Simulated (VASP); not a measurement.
Set up this calculation in VASP 6.6.1, as the native input.

```yaml
Task: single point
Functional: r2SCAN
Potentials_or_basis: VASP PAW PBE potentials, release 64 (Ti_sv, O)
Cutoff: 520 eV
k_mesh: 16 × 16 × 16
Occupations: gaussian, width 0.1 eV
Spin: no spin polarisation
Hubbard_terms: Ti d U = 4.0 eV
Dipole_correction: no
Further_INCAR_settings: ALGO = Normal; EDIFF = 1e-07; NBANDS = 16
```

The system is TiO.

```
Ti O
1.0
     0.00000    2.21978    2.21978
     2.21978    0.00000    2.21978
     2.21978    2.21978    0.00000
Ti O
1 1
Direct
  0.00000 0.00000 0.00000
  0.25000 0.25000 0.25000
```

The input as run:

POSCAR

```
TiO
1.0
    0.0000000000      2.2197804783      2.2197804783
    2.2197804783      0.0000000000      2.2197804783
    2.2197804783      2.2197804783      0.0000000000
Ti O
1 1
Direct
    0.0000000000      0.0000000000      0.0000000000
    0.2500000000      0.2500000000      0.2500000000
```

INCAR.step1

```
ALGO = Normal
EDIFF = 1E-4
ENCUT = 520
GGA = PE
ISMEAR = 0
LASPH = T
LCHARG = F
LDAU = T
LDAUJ = 0 0
LDAUL = 2 -1
LDAUTYPE = 2
LDAUU = 4 0
LMAXMIX = 4
LREAL = F
LWAVE = T
NBANDS = 16
NELM = 150
PREC = Accurate
SIGMA = 0.1
```

INCAR.step2

```
ALGO = Normal
EDIFF = 1E-7
ENCUT = 520
ISIF = 2
ISMEAR = 0
ISTART = 1
LASPH = T
LCHARG = F
LDAU = T
LDAUJ = 0 0
LDAUL = 2 -1
LDAUPRINT = 1
LDAUTYPE = 2
LDAUU = 4 0
LMAXMIX = 4
LMIXTAU = T
LREAL = F
LWAVE = F
METAGGA = R2SCAN
NBANDS = 16
NELM = 150
PREC = Accurate
SIGMA = 0.1
```

KPOINTS

```
k-points
0
Gamma
  16 16 16
```

Potentials or basis: VASP PAW PBE potentials, release 64 (Ti_sv, O).

Run with:

```sh
$ cat potpaw_PBE.64/Ti_sv/POTCAR potpaw_PBE.64/O/POTCAR > POTCAR
$ cp INCAR.step1 INCAR
$ mpirun -np 1 vasp_std > vasp.out
$ cp INCAR.step2 INCAR
$ mpirun -np 1 vasp_std > vasp.out
```

Results of the run:

```yaml
Pressure: 40.5 GPa
Band_gap_on_the_k_mesh: zero (bands 9 and 10 overlap by 0.40 eV)
```

Caveat: the cell stands under pressure; the PAW data sets were made with another functional, which shifts forces and pressure a little; U without spin polarisation on a metal has little footing.

Wall time 71 s on 1 thread of Intel(R) Xeon(R) 6975P-C (Granite Rapids) (shared host), peak memory 0.17 GiB.
